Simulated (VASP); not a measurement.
## TiH: single point with r2SCAN

The system is TiH.

```
Ti H
1.0
     2.86549    0.00000    0.00000
    -1.43274    2.48159    0.00000
     0.00000    0.00000    5.24117
Ti H
2 2
Cartesian
  0.0000 0.0000 0.0000
  0.0000 0.0000 2.6206
  1.4327 0.8272 3.9309
  0.0000 1.6544 1.3103
```

```yaml
Program: VASP 6.6.1
Task: single point
Functional: r2SCAN
Potentials_or_basis: VASP PAW PBE potentials, release 64 (Ti_sv, H)
Cutoff: 520 eV
k_mesh: 10 × 10 × 5
Occupations: methfessel-paxton, width 0.05 eV
Spin: no spin polarisation
```

```yaml
Pressure: 0.5 GPa
Band_gap_on_the_k_mesh: zero (band 13 reaches 9.61 eV, above the bottom of band 14 at 8.33 eV)
```

Stress tensor (GPa, compression positive):
```
-0.40  0.00  0.00
 0.00 -0.40  0.00
 0.00  0.00  2.22
```

Levels at points of the mesh, in eV from the Fermi level:
```tsv
k point	band 9	band 10	band 11	band 12	band 13	band 14	band 15	band 16	band 17	band 18
(0.00, 0.00, 0.00)	-10.17	-6.37	-3.00	-1.94	0.50	0.50	1.23	1.23	1.78	1.78
(0.50, 0.00, 0.00)	-7.29	-5.56	-3.38	-1.44	-1.37	0.81	2.13	2.85	3.55	3.65
```

Run time: 72 s on 1 thread of Intel(R) Xeon(R) Platinum 8488C (Sapphire Rapids), with other jobs on the host, peak memory 0.18 GiB.

Caveat: the PAW data sets were made with another functional, which shifts forces and pressure a little.
